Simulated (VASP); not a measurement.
# Lu2Sc3N (P6/mmm) in VASP: further runs, part 2 of 2

VASP 6.6.1.

### 4 Relaxation of cell and atoms, PBE

Input file INCAR:

```
SYSTEM = Lu2Sc3N
PREC = Accurate ; ENCUT = 600
EDIFF = 1E-6 ; ISMEAR = 0
SIGMA = 0.1 ; LREAL = .FALSE.
LASPH = .TRUE. ; NELM = 80
ALGO = Normal ; ISIF = 3
LWAVE = .FALSE. ; LCHARG = .FALSE.
GGA = PE ; IBRION = 2
NSW = 90 ; EDIFFG = -0.04
```

Input file KPOINTS:

```
regular mesh
0
G
  6 6 4
  0 0 0
```

Input file POSCAR:

```
Lu2Sc3N
1.0
    5.5578677400      0.0000000000      0.0000000000
   -2.7789338700      4.8132546500      0.0000000000
    0.0000000000      0.0000000000      4.3120273500
Lu Sc N
2 3 1
Direct
    0.3333333300      0.6666666700      0.0000000000
    0.6666666700      0.3333333300      0.0000000000
    0.5000000000      0.0000000000      0.5000000000
    0.5000000000      0.5000000000      0.5000000000
    0.0000000000      0.5000000000      0.5000000000
    0.0000000000      0.0000000000      0.0000000000
```

Potentials or basis: VASP PAW PBE potentials, release 64 (Lu, Sc_sv, N).

The run is started by

```sh
cat potpaw_PBE.64/Lu/POTCAR potpaw_PBE.64/Sc_sv/POTCAR potpaw_PBE.64/N/POTCAR > POTCAR
mpirun -np 1 vasp_std > vasp.out
```

OUTCAR:

```text
SYSTEM = Lu2Sc3N
   PREC = Accurate
   ENCUT = 600
   EDIFF = 1E-6
   ISMEAR = 0
   LREAL = .FALSE.
   LASPH = .TRUE.
   NELM = 80
   ISIF = 3
   GGA = PE
   IBRION = 2
   NSW = 90
   EDIFFG = -0.04

 ion  position               nearest neighbor table
   1  0.333  0.667  0.000-   3 2.69   3 2.69   5 2.69   5 2.69   4 2.69   4 2.69   2 3.21   2 3.21
                             2 3.21
   2  0.667  0.333  0.000-   3 2.69   3 2.69   5 2.69   5 2.69   4 2.69   4 2.69   1 3.21   1 3.21
                             1 3.21
   3  0.500  0.000  0.500-   1 2.69   2 2.69   1 2.69   2 2.69   4 2.78   5 2.78   4 2.78   5 2.78

   4  0.500  0.500  0.500-   1 2.69   2 2.69   1 2.69   2 2.69   3 2.78   3 2.78   5 2.78   5 2.78

   5  0.000  0.500  0.500-   1 2.69   2 2.69   1 2.69   2 2.69   3 2.78   3 2.78   4 2.78   4 2.78

   6  0.000  0.000  0.000-

  LATTYP: Found a hexagonal cell.
 ALAT       =     5.5578677400
 C/A-ratio  =     0.7758420228

[... 191 lines left out ...]
 cond. band min:       3.8076929970   @ k =   0.1667   0.1667   0.0000
 fundamental gap:      0.0121339690
 Fermi energy:         3.8005603346

 k-point     1 :       0.0000    0.0000    0.0000
  band No.  band energies     occupation
      1     -51.9180      2.00000
      2     -51.8708      2.00000
      3     -44.9476      2.00000
      4     -44.7551      2.00000
      5     -44.7551      2.00000
      6     -24.5763      2.00000
[... 1423 lines left out ...]
--------------------------------------- Ionic step        8  -------------------------------------------

 number of electron      87.9999991 magnetization

 Free energy of the ion-electron system (eV)
  ---------------------------------------------------
  ext. energy  EPLUGINS =         0.00000000
  ---------------------------------------------------
  free energy    TOTEN  =       -28.23762751 eV

  energy without entropy =      -28.16429858  energy(sigma->0) =      -28.20096304

 E-fermi :   2.3107     XC(G=0):  -9.6088

 val. band max:        2.3102726857   @ k =   0.3333   0.1667   0.5000
 cond. band min:       2.3143535529   @ k =   0.5000   0.0000   0.5000
 fundamental gap:      0.0040808672
 Fermi energy:         2.3106775016

 k-point     1 :       0.0000    0.0000    0.0000
  band No.  band energies     occupation
      1     -54.4059      2.00000
      2     -54.3744      2.00000
      3     -47.2402      2.00000
      4     -47.0817      2.00000
      5     -47.0817      2.00000
      6     -26.3727      2.00000
[... 1177 lines left out ...]
  FREE ENERGIE OF THE ION-ELECTRON SYSTEM (eV)
  ---------------------------------------------------
  free  energy   TOTEN  =       -28.2376275059 eV

  energy  without entropy=      -28.1642985804  energy(sigma->0) =      -28.20096304

 reached required accuracy - stopping structural energy minimisation
```

OSZICAR:

```text
N       E                     dE             d eps       ncg     rms          rms(c)
DAV:   1     0.130616485044E+04    0.13062E+04   -0.38230E+04  3240   0.546E+03
DAV:   2     0.204614821282E+03   -0.11016E+04   -0.10575E+04  2936   0.104E+03
DAV:   3     0.850532290950E+01   -0.19611E+03   -0.19087E+03  3008   0.391E+02
[... 122 lines left out ...]
DAV:   7    -0.282369973818E+02   -0.18364E-01   -0.42639E-02  3360   0.717E-01    0.204E-01
DAV:   8    -0.282375303340E+02   -0.53295E-03   -0.78823E-03  3640   0.649E-01    0.335E-02
DAV:   9    -0.282376238348E+02   -0.93501E-04   -0.84667E-04  3768   0.139E-01    0.160E-02
DAV:  10    -0.282376265608E+02   -0.27261E-05   -0.12400E-04  3760   0.590E-02    0.118E-02
DAV:  11    -0.282376275059E+02   -0.94512E-06   -0.87899E-06  2940   0.154E-02
   8 F= -.28237628E+02 E0= -.28200963E+02  d E =-.442897E-02
```

Run time: 16 min. Hardware: 1 thread of AMD EPYC 9R45 (Zen 5), shared host; peak memory 0.36 GiB.

Results:

- Free energy: -28.2376 eV
- Relaxed volume: 26.56 Å³/atom
- Relaxed cell: a = 5.651 Å, b = 5.651 Å, c = 5.763 Å, α = 90.00°, β = 90.00°, γ = 120.00°
- Space group after relaxing (to 0.1 Å): P6/mmm (No. 191)
- Energy gained by relaxing: 675.6 meV/atom
- Ionic steps: 8
- Pressure after relaxing: 0.1 GPa
- Band gap on the k mesh: zero (bands 44 and 45 overlap by 0.33 eV)

Stress tensor (GPa, compression positive):
```
0.08 0.00 0.00
0.00 0.08 0.00
0.00 0.00 0.19
```

The path:
```csv
step,energy change (eV),largest force (eV/Å),pressure (GPa),volume (Å³)
1,0.0000,0.0000,21.94,115.35
2,-3.6343,0.0000,0.52,164.47
3,-3.6645,0.0000,-2.24,178.99
4,-3.6895,0.0000,-1.16,173.41
5,-3.9011,0.0000,-1.00,169.78
6,-4.0390,0.0000,-0.71,164.50
7,-4.0490,0.0000,-0.58,162.64
8,-4.0535,0.0000,0.12,159.38
```

Final structure:
```
Lu Sc N
1.0
     5.65102    0.00000    0.00000
    -2.82551    4.89392    0.00000
     0.00000    0.00000    5.76295
Lu Sc N
2 3 1
Direct
  0.33333 0.66667 0.00000
  0.66667 0.33333 0.00000
  0.50000 0.00000 0.50000
  0.50000 0.50000 0.50000
  0.00000 0.50000 0.50000
  0.00000 0.00000 0.00000
```

Caveat: the k points lie up to 0.27 Å⁻¹ apart in the final cell; the volume moved by over 15 % at a fixed basis, so the end points are rough; spin-orbit coupling is left out, which moves the levels of the heavy elements.

### 5 Overview

```tsv
task	cell	cutoff (eV)	gap on the mesh (eV)	pressure (GPa)
single point	a = 5.558, b = 5.558, c = 4.312 Å, angles 90.0, 90.0, 120.0°, 6 atoms	520	none	21.9
single point	a = 5.641, b = 5.641, c = 5.807 Å, angles 90.0, 90.0, 120.0°, 6 atoms	520	none	0.2
relaxation of cell and atoms	relaxed from a = 5.558, b = 5.558, c = 4.312 Å, angles 90.0, 90.0, 120.0°, 6 atoms	600	none	0.1
```

Alike in all rows: level PBE; potentials or basis VASP PAW PBE potentials, release 64 (Lu, Sc_sv, N); no spin polarisation; k mesh 6 × 6 × 4; smearing gaussian 0.1 eV.

Caveats: some runs use coarse meshes; spin-orbit coupling is left out, which moves the levels of the heavy elements; the volume moved by over 15 % at a fixed basis, so the end points are rough (at least some runs).

Absolute energies hang on the potentials; compare differences alone.
